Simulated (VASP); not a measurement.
Write the native input for VASP 6.6.1 that does the following.

| Quantity | Value |
| --- | --- |
| Task | single point |
| Functional | LDA |
| Potentials or basis | VASP PAW LDA potentials, release 64 (Ni, O) |
| Cutoff | 520 eV |
| k mesh | 12 × 12 × 6 |
| Occupations | gaussian, width 0.05 eV |
| Spin | no spin polarisation |
| Dipole correction | no |
| Further INCAR settings | ALGO = Normal; EDIFF = 1e-06; NBANDS = 18 |

The structure of NiO2 lies in POSCAR:

```
NiO2
1.0
    2.8475295614      0.0000000000      0.0000000000
   -1.4237647807      2.4660329382      0.0000000000
    0.0000000000      0.0000000000      3.9594898551
Ni O
1 2
Direct
    0.0000000000      0.0000000000      0.5000000000
    0.6666666667      0.3333333333      0.7186230907
    0.3333333333      0.6666666667      0.2813769093
```

This cell differs from its parent crystal: c/a of the conventional cell at fixed volume 1.3905.

One way to write it, as run:

INCAR

```
ALGO     = Normal         # electronic algorithm
EDIFF    = 1E-6           # SCF threshold, eV
ENCUT    = 520            # plane-wave cutoff, eV
GGA      = CA             # functional
ISIF     = 2              # what is computed and relaxed
ISMEAR   = 0              # smearing method
LASPH    = T              # aspherical terms in the spheres
LCHARG   = F              # write CHGCAR
LREAL    = F              # projectors in reciprocal space
LWAVE    = F              # write WAVECAR
NBANDS   = 18             # bands
NELM     = 100            # most SCF steps
PREC     = Accurate       # precision mode
SIGMA    = 0.05           # smearing width, eV
```

KPOINTS

```
k-points
0
Gamma
  12 12 6
```

Potentials or basis: VASP PAW LDA potentials, release 64 (Ni, O).

Command:

```bash
$ cat potpaw_LDA.64/Ni/POTCAR potpaw_LDA.64/O/POTCAR > POTCAR
$ mpirun -np 1 vasp_std > vasp.out
```

It gave:

```
Pressure               : -4.6 GPa
Largest force          : 0.320 eV/Å
Band gap on the k mesh : 0.50 eV, indirect (least direct gap 0.90 eV)
```

Wall time 60 s on 1 thread of Intel(R) Xeon(R) Platinum 8375C CPU @ 2.90GHz (Ice Lake) (shared host), peak memory 0.17 GiB.
